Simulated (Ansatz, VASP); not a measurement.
# Two plane-wave programs on AgCl

```xyz
2
Lattice="0.0000 2.5702 2.6773 2.5702 0.0000 2.6773 2.5702 2.5702 0.0000" Properties=species:S:1:pos:R:3 pbc="T T T"
Ag    2.5702    2.6179    2.6773
Cl    0.0000   -0.1450    0.0000
```

Change from the starting cell: mode 5 frozen in at -0.151 Å, equal normal strain along x and y -0.0400.

Alike in both runs: task single point; functional LDA; k mesh 10 × 10 × 10; occupations gaussian, width 0.05 eV; no spin polarisation.

```csv
,VASP,Ansatz
version,VASP 6.6.1,Ansatz 0.2.0
potentials or method,"VASP PAW LDA potentials, release 64 (Ag, Cl), cutoff 520 eV","scalar-relativistic, plane waves, PAW"
valence electrons in the cell,18,26
```

```tsv
	VASP	Ansatz	Ansatz less VASP
gap on the k mesh at the Fermi level (eV)	0.66	0.64	-0.027
least direct gap on the mesh (eV)	3.04	3.01	-0.031
pressure (GPa)	8.8	8.7	-0.04
traceless stress, the component that is largest in VASP (GPa)	4.48	4.46	-0.024
rms of the force components (eV/Å)	0.487	0.484	-0.0028
```

LDA's correlation is that of Perdew and Zunger in VASP and of Perdew and Wang (1992) in Ansatz. Atom by atom the forces differ by 0.003 eV/Å (rms over components). VASP's potentials hold 18 valence electrons a cell and Ansatz's 26, so a difference there can come from the potentials and not from the codes.
